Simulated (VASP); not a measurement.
# BaTiO3 (R3m) in VASP: notebook, part 2 of 2

VASP 6.6.1.

### Step 3. Single point, PBEsol+U

INCAR

```
ALGO = Normal
EDIFF = 1E-6
ENCUT = 600
GGA = PS
GGA_COMPAT = False
ISIF = 2
ISMEAR = -1
LASPH = True
LCHARG = False
LDAU = True
LDAUJ = 0 0 0
LDAUL = -1 2 -1
LDAUPRINT = 1
LDAUTYPE = 2
LDAUU = 0 7 0
LMAXMIX = 4
LREAL = False
LWAVE = False
NBANDS = 28
NELM = 200
PREC = Accurate
SIGMA = 0.02
```

KPOINTS

```
k-points
0
Gamma
  6 6 6
```

POSCAR

```
BaTiO3
1.0
    2.8273666100      1.6323808700      2.3183934900
   -2.8273666100      1.6323808700      2.3183934900
    0.0000000000     -3.2647617400      2.3183934900
Ba Ti O
1 1 3
Direct
    0.0000000000      0.0000000000      0.0000000000
    0.4845000000      0.4845000000      0.4845000000
    0.5086000000      0.5086000000      0.0175000000
    0.0175000000      0.5086000000      0.5086000000
    0.5086000000      0.0175000000      0.5086000000
```

Potentials or basis: VASP PAW PBE potentials, release 64 (Ba_sv, Ti_sv, O).

The run is started by

```
$ cat potpaw_PBE.64/Ba_sv/POTCAR potpaw_PBE.64/Ti_sv/POTCAR potpaw_PBE.64/O/POTCAR > POTCAR
$ mpirun -np 1 vasp_std > vasp.out
```

OUTCAR:

```text
EDIFF = 1E-6
   ENCUT = 600
   GGA = PS
   ISIF = 2
   ISMEAR = -1
   LASPH = True
   LREAL = False
   NELM = 200
   PREC = Accurate

 ion  position               nearest neighbor table
   1  0.000  0.000  0.000-   3 2.79   4 2.79   5 2.79   4 2.83   5 2.83   5 2.83   4 2.83   3 2.83
                             3 2.83   3 2.89   4 2.89   5 2.89   2 3.37   2 3.43   2 3.43   2 3.43
   2  0.484  0.484  0.484-   3 1.87   4 1.87   5 1.87   3 2.14   4 2.14   5 2.14   1 3.37   1 3.43
                             1 3.43   1 3.43   1 3.50   1 3.50   1 3.50   1 3.59
   3  0.509  0.509  0.017-   2 1.87   2 2.14   1 2.79   1 2.83   1 2.83   1 2.89
   4  0.017  0.509  0.509-   2 1.87   2 2.14   1 2.79   1 2.83   1 2.83   1 2.89
   5  0.509  0.017  0.509-   2 1.87   2 2.14   1 2.79   1 2.83   1 2.83   1 2.89

  LATTYP: Found a trigonal (rhomboedric) cell.
 ALAT       =     4.0041999983
 COS(alpha) =     0.0028448809

  Lattice vectors:

 A1 = (   2.8273666100,   1.6323808700,   2.3183934900)
 A2 = (  -2.8273666100,   1.6323808700,   2.3183934900)
 A3 = (   0.0000000000,  -3.2647617400,   2.3183934900)

Analysis of symmetry for initial positions (statically):
=====================================================================
 Subroutine PRICEL returns:
 Original cell was already a primitive cell.

 Routine SETGRP: Setting up the symmetry group for a
 trigonal (rhombohedral) supercell.

 Subroutine GETGRP returns: Found  6 space group operations
 (whereof  6 operations were pure point group operations)
 out of a pool of 12 trial point group operations.

The static configuration has the point symmetry C_3v.

Analysis of symmetry for dynamics (positions and initial velocities):
=====================================================================
 Subroutine PRICEL returns:
 Original cell was already a primitive cell.

 Routine SETGRP: Setting up the symmetry group for a
 trigonal (rhombohedral) supercell.

 Subroutine GETGRP returns: Found  6 space group operations
 (whereof  6 operations were pure point group operations)
 out of a pool of 12 trial point group operations.

The dynamic configuration has the point symmetry C_3v.

 Subroutine INISYM returns: Found  6 space group operations
 (whereof  6 operations are pure point group operations),
 and found     1 'primitive' translations

----------------------------------------------------------------------------------------

                                     Primitive cell

  volume of cell :      64.2010

  direct lattice vectors                    reciprocal lattice vectors
     2.827366610  1.632380870  2.318393490     0.176843002  0.102100355  0.143777721
    -2.827366610  1.632380870  2.318393490    -0.176843002  0.102100355  0.143777721
     0.000000000 -3.264761740  2.318393490     0.000000000 -0.204200710  0.143777721
[... 107 lines left out ...]
   IALGO  =     38    algorithm
   IMIX   =      4    mixing-type and parameters
     AMIX     =   0.40;   BMIX     =  1.00
     AMIX_MAG =   1.60;   BMIX_MAG =  1.00
  volume/ion in A,a.u.               =      12.84        86.65
  Fermi-wavevector in a.u.,A,eV,Ry     =   1.398237  2.642285 26.600301  1.955067
  Thomas-Fermi vector in A             =   2.521415
   LORBIT       =      0    0 simple, 1 ext, 2 COOP (PROOUT), +10 PAW based schemes
 LDA+U is selected, type is set to LDAUTYPE =  2
   angular momentum for each species LDAUL =    -1    2   -1
   U (eV)           for each species LDAUU =   0.0  7.0  0.0
   J (eV)           for each species LDAUJ =   0.0  0.0  0.0
   GGA     = PS    functional components
   LHFCALC =     F    Hartree Fock is set to
   AEXX    =    0.0000 exact exchange contribution
   IVDW    =     0    specifies the selected vdW correction
   LEPSILON=     F    determine dielectric tensor
   LRPA    =     F    only Hartree local field effects (RPA)
 non-spin polarized calculation
  energy-cutoff  :      600.00
  volume of cell :       64.20
 maximum number of plane-waves:      2176
   NGX = 15   NGY = 15   NGZ = 15

atom =   2  type =  2  l = 2

 onsite density matrix

spin component  1

  0.1556 -0.0000 -0.0000  0.0692 -0.0000
 -0.0000  0.1865 -0.0000 -0.0000  0.0692
 -0.0000 -0.0000  0.0984 -0.0000 -0.0000
  0.0692 -0.0000 -0.0000  0.1865  0.0000
 -0.0000  0.0692 -0.0000  0.0000  0.1556

spin component  2

  0.1556 -0.0000 -0.0000  0.0692 -0.0000
 -0.0000  0.1865 -0.0000 -0.0000  0.0692
 -0.0000 -0.0000  0.0984 -0.0000 -0.0000
  0.0692 -0.0000 -0.0000  0.1865  0.0000
 -0.0000  0.0692 -0.0000  0.0000  0.1556

 occupancies and eigenvectors

  o =  0.0984  v =  0.0000 -0.0000  1.0000  0.0000  0.0000  0.0000  0.0000  0.0000  0.0000  0.0000      0.0000  0.0000  0.0000  0.0000  0.0000  0.0000  0.0000  0.0000  0.0000  0.0000
  o =  0.0984  v =  0.0000  0.0000  0.0000  0.0000  0.0000  0.0000 -0.0000  1.0000  0.0000  0.0000      0.0000  0.0000  0.0000  0.0000  0.0000  0.0000  0.0000  0.0000  0.0000  0.0000
  o =  0.1001  v =  0.0000  0.6253  0.0000  0.0000 -0.7804  0.0000  0.0000  0.0000  0.0000  0.0000      0.0000  0.0000  0.0000  0.0000  0.0000  0.0000  0.0000  0.0000  0.0000  0.0000
  o =  0.1001  v =  0.0000  0.0000  0.0000  0.0000  0.0000  0.0000  0.6253  0.0000  0.0000 -0.7804      0.0000  0.0000  0.0000  0.0000  0.0000  0.0000  0.0000  0.0000  0.0000  0.0000
  o =  0.1001  v =  0.0000  0.0000  0.0000  0.0000  0.0000 -0.7804  0.0000 -0.0000  0.6253 -0.0000      0.0000  0.0000  0.0000  0.0000  0.0000  0.0000  0.0000  0.0000  0.0000  0.0000
  o =  0.1001  v = -0.7804  0.0000 -0.0000  0.6253 -0.0000  0.0000  0.0000  0.0000  0.0000  0.0000      0.0000  0.0000  0.0000  0.0000  0.0000  0.0000  0.0000  0.0000  0.0000  0.0000
  o =  0.2420  v =  0.0000  0.0000  0.0000  0.0000  0.0000  0.0000 -0.7804  0.0000  0.0000 -0.6253      0.0000  0.0000  0.0000  0.0000  0.0000  0.0000  0.0000  0.0000  0.0000  0.0000
  o =  0.2420  v =  0.0000 -0.7804  0.0000  0.0000 -0.6253  0.0000  0.0000  0.0000  0.0000  0.0000      0.0000  0.0000  0.0000  0.0000  0.0000  0.0000  0.0000  0.0000  0.0000  0.0000
  o =  0.2420  v =  0.6253  0.0000 -0.0000  0.7804 -0.0000  0.0000  0.0000  0.0000  0.0000  0.0000      0.0000  0.0000  0.0000  0.0000  0.0000  0.0000  0.0000  0.0000  0.0000  0.0000
  o =  0.2420  v =  0.0000  0.0000  0.0000  0.0000  0.0000  0.6253  0.0000 -0.0000  0.7804 -0.0000      0.0000  0.0000  0.0000  0.0000  0.0000  0.0000  0.0000  0.0000  0.0000  0.0000

 number of electron      39.9999996 magnetization

 Free energy of the ion-electron system (eV)
  ---------------------------------------------------
  ext. energy  EPLUGINS =         0.00000000
  ---------------------------------------------------
  free energy    TOTEN  =       -37.22632981 eV

  energy without entropy =      -37.22632981  energy(sigma->0) =      -37.22632981

 E-fermi :   4.4162     XC(G=0): -11.5045

 val. band max:        3.8576576879   @ k =   0.5000   0.5000   0.5000
 cond. band min:       6.9657779533   @ k =   0.0000   0.0000   0.0000
 fundamental gap:      3.1081202654
 Fermi energy:         4.4162070615

 k-point     1 :       0.0000    0.0000    0.0000
  band No.  band energies     occupation
      1     -54.0315      2.00000
      2     -30.3188      2.00000
      3     -30.3105      2.00000
      4     -30.3105      2.00000
      5     -20.9036      2.00000
      6     -12.9975      2.00000
[... 733 lines left out ...]
     27      11.9755      0.00000
     28      12.4215      0.00000

 [... further k-points ...]

------------------------ aborting loop because EDIFF is reached ----------------------------------------

  FORCE on cell =-STRESS in cart. coord.  units (eV):
  Direction    XX          YY          ZZ          XY          YZ          ZX
  --------------------------------------------------------------------------------------
  -------------------------------------------------------------------------------------
  Total        2.9430108      2.9430108      2.4404324      0.0000000     -0.0000000      0.0000000
  in kB       73.4446924     73.4446921     60.9025309      0.0000000     -0.0000000      0.0000000
  external PRESSURE =      69.2639718 kB  Pullay stress =       0.0000000 kB

 VOLUME and BASIS-vectors are now :
 -----------------------------------------------------------------------------
  energy-cutoff  :      600.00
  volume of cell :       64.20
      direct lattice vectors                 reciprocal lattice vectors
     2.827366610  1.632380870  2.318393490     0.176843002  0.102100355  0.143777721
    -2.827366610  1.632380870  2.318393490    -0.176843002  0.102100355  0.143777721
     0.000000000 -3.264761740  2.318393490     0.000000000 -0.204200710  0.143777721

 POSITION                                       TOTAL-FORCE (eV/Angst)
 -----------------------------------------------------------------------------------
      0.00000      0.00000      0.00000         0.000000     -0.000000     -0.161790
      0.00000      0.00000      3.36978         0.000000     -0.000000      2.004172
      0.00000      1.60332      2.39884         0.000000      0.937967     -0.614127
     -1.38852     -0.80166      2.39884        -0.812303     -0.468983     -0.614127
      1.38852     -0.80166      2.39884         0.812303     -0.468983     -0.614127
 -----------------------------------------------------------------------------------
    total drift:                               -0.000000     -0.000001      0.000176

  FREE ENERGIE OF THE ION-ELECTRON SYSTEM (eV)
  ---------------------------------------------------
  free  energy   TOTEN  =       -37.2263298065 eV

  energy  without entropy=      -37.2263298065  energy(sigma->0) =      -37.22632981
```

Wall time 1.8 min (1 thread of Intel Xeon 8259CL, shared host); peak memory 0.22 GiB.

Results:

```
Free energy            : -37.2263 eV
Pressure               : 6.9 GPa
Largest force          : 2.004 eV/Å
Band gap on the k mesh : 3.11 eV (least direct gap 3.52 eV)
```

Forces on the atoms (eV/Å):
```
Ba   0.000  0.000 -0.162
Ti   0.000  0.000  2.004
O    0.000  0.938 -0.614
O   -0.812 -0.469 -0.614
O    0.812 -0.469 -0.614
```

Eigenvalues of the final occupation matrices:
| site | spin | trace | eigenvalues |
| --- | --- | --- | --- |
| site 2 d | 1 | 0.78 | 0.10 0.10 0.10 0.24 0.24 |
| site 2 d | 2 | 0.78 | 0.10 0.10 0.10 0.24 0.24 |

Caveat: the cell stands under pressure; the PAW data sets were made with another functional, which shifts forces and pressure a little; spin-orbit coupling is left out, which moves the levels of the heavy elements. A k mesh can miss the band edges.
